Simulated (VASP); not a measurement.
# Ti (P6/mmm) in VASP: further runs

The runs below take Ti through single point, with PBEsol.

All numbers are computed with VASP 6.6.1; they aren't measurements. Logs are shortened: lines on timing, memory, paths and dates and some standing lists are left out, and cuts for length are marked.

### Step 1. The cell of the first run

Symmetry: P6/mmm, No. 191, hexagonal system. Conventional cell: a = 4.515 Å, b = 4.515 Å, c = 2.854 Å, α = 90.00°, β = 90.00°, γ = 120.00°. Within 3.8 Å of Ti (site symmetry 6/mmm) lie 14 Ti at 2.85 to 2.97 Å. Ti (site symmetry -6m2) has 11 Ti at 2.61 to 2.97 Å within 3.4 Å.

### Step 2. Single point, PBEsol

INCAR

```
SYSTEM = Ti
PREC = Accurate
ENCUT = 520
EDIFF = 1E-6
ISMEAR = 0
SIGMA = 0.15
LREAL = .FALSE.
LASPH = .TRUE.
NELM = 80
ALGO = Fast
ISIF = 2
LWAVE = .FALSE.
LCHARG = .FALSE.
GGA = PS
NBANDS = 25
```

KPOINTS

```
Automatic mesh
0
G
  12 12 14
  0 0 0
```

POSCAR

```
Ti
1.0
    4.5149169756      0.0000000000      0.0000000000
   -2.2574584878      3.9100327969      0.0000000000
    0.0000000000      0.0000000000      2.8543000000
Ti
3
Direct
    0.0000000000      0.0000000000      0.0000000000
    0.3333333333      0.6666666667      0.5000000000
    0.6666666667      0.3333333333      0.5000000000
```

Potentials or basis: VASP PAW PBE potentials, release 64 (Ti_sv).

Run with:

```bash
$ cat potpaw_PBE.64/Ti_sv/POTCAR > POTCAR
$ mpirun -np 1 vasp_std > vasp.out
```

OUTCAR:

```text
SYSTEM = Ti
   PREC = Accurate
   ENCUT = 520
   EDIFF = 1E-6
   ISMEAR = 0
   LREAL = .FALSE.
   LASPH = .TRUE.
   NELM = 80
   ISIF = 2
   GGA = PS

 ion  position               nearest neighbor table
   1  0.000  0.000  0.000-
   2  0.333  0.667  0.500-   3 2.61   3 2.61   3 2.61
   3  0.667  0.333  0.500-   2 2.61   2 2.61   2 2.61

  LATTYP: Found a hexagonal cell.
 ALAT       =     4.5149169756
 C/A-ratio  =     0.6321932420

  Lattice vectors:

 A1 = (   4.5149169756,   0.0000000000,   0.0000000000)
 A2 = (  -2.2574584878,   3.9100327969,   0.0000000000)
 A3 = (   0.0000000000,   0.0000000000,   2.8543000000)

Analysis of symmetry for initial positions (statically):
=====================================================================
 Subroutine PRICEL returns:
 Original cell was already a primitive cell.

 Routine SETGRP: Setting up the symmetry group for a
 hexagonal supercell.

 Subroutine GETGRP returns: Found 24 space group operations
 (whereof 24 operations were pure point group operations)
 out of a pool of 24 trial point group operations.

The static configuration has the point symmetry D_6h.

Analysis of symmetry for dynamics (positions and initial velocities):
=====================================================================
 Subroutine PRICEL returns:
 Original cell was already a primitive cell.

 Routine SETGRP: Setting up the symmetry group for a
 hexagonal supercell.

 Subroutine GETGRP returns: Found 24 space group operations
 (whereof 24 operations were pure point group operations)
 out of a pool of 24 trial point group operations.

The dynamic configuration has the point symmetry D_6h.

 Subroutine INISYM returns: Found 24 space group operations
 (whereof 24 operations are pure point group operations),
 and found     1 'primitive' translations

----------------------------------------------------------------------------------------

                                     Primitive cell

  volume of cell :      50.3883

  direct lattice vectors                    reciprocal lattice vectors
     4.514916976  0.000000000  0.000000000     0.221488015  0.127876165  0.000000000
    -2.257458488  3.910032797  0.000000000     0.000000000  0.255752330  0.000000000
     0.000000000  0.000000000  2.854300000     0.000000000  0.000000000  0.350348597

  length of vectors
     4.514916976  4.514916976  2.854300000     0.255752330  0.255752330  0.350348597

  position of ions in fractional coordinates (direct lattice)
     0.000000000  0.000000000  0.000000000
     0.333333333  0.666666667  0.500000000
     0.666666667  0.333333333  0.500000000

  ion indices of the primitive-cell ions
   primitive index   ion index
                 1           1
                 2           2
                 3           3

----------------------------------------------------------------------------------------

 KPOINTS: Automatic mesh

Automatic generation of k-mesh.
 Grid dimensions read from file:
 generate k-points for:   12   12   14

 Generating k-lattice:

  Cartesian coordinates                     Fractional coordinates (reciprocal lattice)
     0.018457335  0.010656347  0.000000000     0.083333333  0.000000000  0.000000000
     0.000000000  0.021312694  0.000000000     0.000000000  0.083333333  0.000000000
     0.000000000  0.000000000  0.025024900     0.000000000  0.000000000  0.071428571

  Length of vectors
     0.021312694  0.021312694  0.025024900

  Shift w.r.t. Gamma in fractional coordinates (k-lattice)
     0.000000000  0.000000000  0.000000000

 Subroutine IBZKPT returns following result:
 ===========================================

 Found    152 irreducible k-points:

 Following reciprocal coordinates:
            Coordinates               Weight
  0.000000  0.000000  0.000000      1.000000
  0.083333  0.000000  0.000000      6.000000
  0.166667  0.000000  0.000000      6.000000
  0.250000 -0.000000  0.000000      6.000000
  0.333333  0.000000  0.000000      6.000000
  0.416667 -0.000000  0.000000      6.000000
[... 16 lines left out ...]
  0.250000 -0.000000  0.071429     12.000000
  0.333333  0.000000  0.071429     12.000000
 [... further k-points ...]
   k-points           NKPTS =    152   k-points in BZ     NKDIM =    152   number of bands    NBANDS=     25
   number of dos      NEDOS =    301   number of ions     NIONS =      3
   total plane-waves  NPLWV =  31104
   dimension x,y,z NGX =    36 NGY =   36 NGZ =   24
   dimension x,y,z NGXF=    72 NGYF=   72 NGZF=   48
   ions per type =               3
   NGX,Y,Z   is equivalent  to a cutoff of  13.26, 13.26, 13.98 a.u.
   NGXF,Y,Z  is equivalent  to a cutoff of  26.51, 26.51, 27.96 a.u.
 SYSTEM =  Ti
   PREC   = accura    normal or accurate (medium, high low for compatibility)
   ISTART =      0    job   : 0-new  1-cont  2-samecut
   ICHARG =      2    charge: 1-file 2-atom 10-const
   ISPIN  =      1    spin polarized calculation?
   LNONCOLLINEAR =      F non collinear calculations
   LSORBIT =      F    spin-orbit coupling
   LASPH  =      T    aspherical Exc in radial PAW
   ENCUT  =  520.0 eV  38.22 Ry    6.18 a.u.   8.39  8.39  5.31*2*pi/ulx,y,z
   NELM   =     80;   NELMIN=  2; NELMDL= -5     # of ELM steps
   EDIFF  = 0.1E-05   stopping-criterion for ELM
   LREAL  =      F    real-space projection
   EDIFFG = 0.1E-04   stopping-criterion for IOM
   NSW    =      0    number of steps for IOM
   IBRION =     -1    ionic relax: 0-MD 1-quasi-New 2-CG
   NFREE  =      0    steps in history (QN), initial steepest desc. (CG)
   ISIF   =      2    stress and relaxation
   ISYM   =      2    0-nonsym 1-usesym 2-fastsym
   POTIM  = 0.5000    time-step for ionic-motion
   TEBEG  =    0.0;   TEEND  =   0.0 temperature during run
   PSTRESS=    0.0 pullay stress
   NELECT =      36.0000    total number of electrons
   NUPDOWN=      -1.0000    fix difference up-down
   EMIN   =  10.00;   EMAX   =-10.00  energy-range for DOS
   EFERMI =   0.00;   METHOD = LEGACY
   ISMEAR =     0;   SIGMA  =   0.15  broadening in eV -4-tet -1-fermi 0-gaus
   EFERMI_NEDOS =   21; number of points for ismear=-14 and -15
   IALGO  =     68    algorithm
   IMIX   =      4    mixing-type and parameters
     AMIX     =   0.40;   BMIX     =  1.00
     AMIX_MAG =   1.60;   BMIX_MAG =  1.00
  volume/ion in A,a.u.               =      16.80       113.35
  Fermi-wavevector in a.u.,A,eV,Ry     =   1.463521  2.765654 29.142248  2.141895
  Thomas-Fermi vector in A             =   2.579606
   LORBIT       =      0    0 simple, 1 ext, 2 COOP (PROOUT), +10 PAW based schemes
   GGA     = PS    functional components
   LHFCALC =     F    Hartree Fock is set to
   AEXX    =    0.0000 exact exchange contribution
   IVDW    =     0    specifies the selected vdW correction
   LEPSILON=     F    determine dielectric tensor
   LRPA    =     F    only Hartree local field effects (RPA)
 non-spin polarized calculation
 RMM-DIIS sequential band-by-band and
 Gauss-broadening in eV      SIGMA  =   0.15
  energy-cutoff  :      520.00
  volume of cell :       50.39
 maximum number of plane-waves:      1390
 NGX is ok and might be reduce to    36

 number of electron      36.0000008 magnetization

 Free energy of the ion-electron system (eV)
  ---------------------------------------------------
  ext. energy  EPLUGINS =         0.00000000
  ---------------------------------------------------
  free energy    TOTEN  =       -25.05792350 eV

  energy without entropy =      -25.02566054  energy(sigma->0) =      -25.04179202

 E-fermi :   8.4633     XC(G=0): -11.7944

 val. band max:        8.4558667839   @ k =   0.4167  -0.0000   0.1429
 cond. band min:       8.4658448565   @ k =   0.2500   0.2500   0.3571
 fundamental gap:      0.0099780726
 Fermi energy:         8.4632866137

 k-point     1 :       0.0000    0.0000    0.0000
  band No.  band energies     occupation
      1     -48.1734      2.00000
      2     -47.9030      2.00000
      3     -47.7113      2.00000
      4     -24.5968      2.00000
      5     -24.5968      2.00000
      6     -24.5034      2.00000
[... 17 lines left out ...]
     24      10.2665      0.00000
     25      10.2767      0.00000

 k-point     2 :       0.0833    0.0000    0.0000
  band No.  band energies     occupation
      1     -48.1722      2.00000
      2     -47.9011      2.00000
      3     -47.7145      2.00000
      4     -24.6263      2.00000
      5     -24.6208      2.00000
      6     -24.4735      2.00000
[... 17 lines left out ...]
     24      10.0020      0.00000
     25      10.5122      0.00000

 k-point     3 :       0.1667    0.0000    0.0000
  band No.  band energies     occupation
      1     -48.1690      2.00000
      2     -47.8953      2.00000
      3     -47.7239      2.00000
      4     -24.6754      2.00000
      5     -24.6463      2.00000
      6     -24.4239      2.00000
[... 17 lines left out ...]
     24      10.0424      0.00000
     25      10.7787      0.00000

 k-point     4 :       0.2500   -0.0000    0.0000
  band No.  band energies     occupation
      1     -48.1648      2.00000
      2     -47.8855      2.00000
      3     -47.7384      2.00000
      4     -24.7208      2.00000
      5     -24.6487      2.00000
      6     -24.3776      2.00000
[... 17 lines left out ...]
     24      10.3100      0.00000
     25      11.0537      0.00000
[... 477 lines left out ...]
 k-point    22 :       0.1667    0.0000    0.0714
  band No.  band energies     occupation
      1     -48.1659      2.00000
      2     -47.8933      2.00000
      3     -47.7215      2.00000
      4     -24.6689      2.00000
      5     -24.6411      2.00000
      6     -24.4232      2.00000
[... 17 lines left out ...]
     24      10.0479      0.00000
     25      10.8935      0.00000

 k-point    23 :       0.2500   -0.0000    0.0714
  band No.  band energies     occupation
      1     -48.1619      2.00000
      2     -47.8833      2.00000
      3     -47.7360      2.00000
      4     -24.7135      2.00000
      5     -24.6442      2.00000
      6     -24.3784      2.00000
[... 17 lines left out ...]
     24      10.2867      0.00000
     25      11.1723      0.00000

 k-point    24 :       0.3333    0.0000    0.0714
  band No.  band energies     occupation
      1     -48.1580      2.00000
      2     -47.8701      2.00000
      3     -47.7536      2.00000
      4     -24.7484      2.00000
      5     -24.6234      2.00000
      6     -24.3434      2.00000
[... 17 lines left out ...]
     24      10.6050      0.00000
     25      11.0857      0.00000

 [... further k-points ...]
[... 5 lines left out ...]
  --------------------------------------------------------------------------------------
  -------------------------------------------------------------------------------------
  Total       -0.4218907     -0.4218907     -1.5763307      0.0000000      0.0000000      0.0000000
  in kB      -13.4146932    -13.4146932    -50.1219697      0.0000000      0.0000000      0.0000000
  external PRESSURE =     -25.6504520 kB  Pullay stress =       0.0000000 kB

 VOLUME and BASIS-vectors are now :
 -----------------------------------------------------------------------------
  energy-cutoff  :      520.00
  volume of cell :       50.39
      direct lattice vectors                 reciprocal lattice vectors
     4.514916976  0.000000000  0.000000000     0.221488015  0.127876165  0.000000000
    -2.257458488  3.910032797  0.000000000     0.000000000  0.255752330  0.000000000
     0.000000000  0.000000000  2.854300000     0.000000000  0.000000000  0.350348597

 POSITION                                       TOTAL-FORCE (eV/Angst)
 -----------------------------------------------------------------------------------
      0.00000      0.00000      0.00000        -0.000000     -0.000000      0.000000
     -0.00000      2.60669      1.42715         0.000000     -0.000000     -0.000000
      2.25746      1.30334      1.42715        -0.000000      0.000000      0.000000
 -----------------------------------------------------------------------------------
    total drift:                                0.000000     -0.000000     -0.000000

  FREE ENERGIE OF THE ION-ELECTRON SYSTEM (eV)
  ---------------------------------------------------
  free  energy   TOTEN  =       -25.0579235005 eV

  energy  without entropy=      -25.0256605393  energy(sigma->0) =      -25.04179202
```

It took 9.2 min on 1 thread of Intel Xeon Platinum 8375C at 2.90GHz (Ice Lake), shared host; peak memory 0.28 GiB.

What came out:

```yaml
Free_energy: -25.0579 eV
Pressure: -2.6 GPa
Band_gap_on_the_k_mesh: zero (band 18 reaches 8.73 eV, above the bottom of band 19 at 8.36 eV)
```

Caveat: the PAW data sets were made with another functional, which shifts forces and pressure a little.

### Step 3. Single point, PBEsol

This run uses another cell than the first one, of the same volume but with other edges.

INCAR

```
ALGO     = Fast           # electronic algorithm
EDIFF    = 1E-6           # SCF threshold, eV
ENCUT    = 520            # plane-wave cutoff, eV
GGA      = PS             # functional
ISIF     = 2              # what is computed and relaxed
ISMEAR   = 0              # smearing method
LASPH    = True           # aspherical terms in the spheres
LCHARG   = False          # write CHGCAR
LREAL    = False          # projectors in reciprocal space
LWAVE    = False          # write WAVECAR
NBANDS   = 25             # bands
NELM     = 60             # most SCF steps
PREC     = Accurate       # precision mode
SIGMA    = 0.15           # smearing width, eV
```

KPOINTS

```
k-points
0
Gamma
  12 12 14
```

POSCAR

```
Ti
1.0
    4.4066000000      0.0000000000      0.0000000000
   -2.2033000000      3.8162275443      0.0000000000
    0.0000000000      0.0000000000      2.9998000000
Ti
3
Direct
    0.0000000000      0.0000000000      0.0000000000
    0.3333333333      0.6666666667      0.5000000000
    0.6666666667      0.3333333333      0.5000000000
```

Potentials or basis: VASP PAW PBE potentials, release 64 (Ti_sv).

Run with:

```bash
$ cat potpaw_PBE.64/Ti_sv/POTCAR > POTCAR
$ mpirun -np 1 vasp_std > vasp.out
```

Wall time 9.6 min (1 thread of Intel Xeon Platinum 8375C at 2.90GHz (Ice Lake), shared host); peak memory 0.28 GiB.

The run converged. Its results:

```yaml
Free_energy: -24.9039 eV
Pressure: -2.7 GPa
Band_gap_on_the_k_mesh: zero (band 18 reaches 8.90 eV, above the bottom of band 19 at 8.29 eV)
```

Stress tensor (GPa, compression positive):
```
  2.50   0.00   0.00
  0.00   2.50   0.00
  0.00   0.00 -12.97
```

Levels at points of the mesh, in eV from the Fermi level:
```csv
k point,band 16,band 17,band 18,band 19,band 20,band 21
"(0.00, 0.00, 0.00)",-0.61,-0.49,-0.49,0.47,1.17,1.30
"(0.50, 0.00, 0.00)",-0.48,-0.23,-0.22,0.23,0.28,0.94
"(0.00, 0.00, 0.50)",-2.16,-1.70,-1.70,1.15,1.15,1.39
"(0.50, 0.00, 0.50)",-1.23,-1.09,-0.80,0.40,0.66,0.76
```

Caveat: the PAW data sets were made with another functional, which shifts forces and pressure a little.

### Step 4. Single point, PBEsol

This run uses another cell than the first one, of 16.85 Å³/atom, 1.003 times its volume.

INCAR

```
SYSTEM = Ti
PREC = Accurate
ENCUT = 520
EDIFF = 1E-6
ISMEAR = 0
SIGMA = 0.15
LREAL = .FALSE.
LASPH = .TRUE.
NELM = 60
ALGO = Fast
ISIF = 2
LWAVE = .FALSE.
LCHARG = .FALSE.
GGA = PS
NBANDS = 25
```

KPOINTS

```
regular mesh
0
G
  12 12 14
  0 0 0
```

POSCAR

```
Ti
1.0
    4.6233000000      0.0000000000      0.0000000000
   -2.3116500000      4.0038952493      0.0000000000
    0.0000000000      0.0000000000      2.7312000000
Ti
3
Direct
    0.0000000000      0.0000000000      0.0000000000
    0.3333333333      0.6666666667      0.5000000000
    0.6666666667      0.3333333333      0.5000000000
```

Run with:

```bash
$ cat potpaw_PBE.64/Ti_sv/POTCAR > POTCAR
$ mpirun -np 1 vasp_std > vasp.out
```

Run time: 11 min. Hardware: 1 thread of Intel Xeon Platinum 8375C at 2.90GHz (Ice Lake), shared host; peak memory 0.27 GiB.

It converged, with:

```yaml
Free_energy: -25.0170 eV
Pressure: -2.6 GPa
Band_gap_on_the_k_mesh: zero (band 18 reaches 8.43 eV, above the bottom of band 19 at 8.12 eV)
```

Stress tensor (GPa, compression positive):
```
-5.65  0.00  0.00
 0.00 -5.65  0.00
 0.00  0.00  3.52
```

Levels at points of the mesh, in eV from the Fermi level:
```csv
k point,band 16,band 17,band 18,band 19,band 20,band 21
"(0.00, 0.00, 0.00)",-0.71,-0.62,-0.62,-0.22,0.48,1.33
"(0.50, 0.00, 0.00)",-0.47,-0.40,-0.36,0.02,0.37,1.02
"(0.00, 0.00, 0.50)",-1.57,-1.57,-1.40,0.96,0.96,1.40
"(0.50, 0.00, 0.50)",-1.13,-0.58,-0.36,0.38,0.98,1.17
```

Caveat: the PAW data sets were made with another functional, which shifts forces and pressure a little.

### Step 5. Overview

```csv
cell,gap on the mesh (eV),pressure (GPa)
"a = 4.515, b = 4.515, c = 2.854 Å, angles 90.0, 90.0, 120.0°, 3 atoms",none,-2.6
"a = 4.407, b = 4.407, c = 3.000 Å, angles 90.0, 90.0, 120.0°, 3 atoms",none,-2.7
"a = 4.623, b = 4.623, c = 2.731 Å, angles 90.0, 90.0, 120.0°, 3 atoms",none,-2.6
```

Alike in all rows: task single point; level PBEsol; potentials or basis VASP PAW PBE potentials, release 64 (Ti_sv); no spin polarisation; k mesh 12 × 12 × 14; cutoff (eV) 520; smearing gaussian 0.15 eV.

Caveats: the PAW data sets were made with another functional, which shifts forces and pressure a little.

Absolute energies hang on the potentials; compare differences alone.
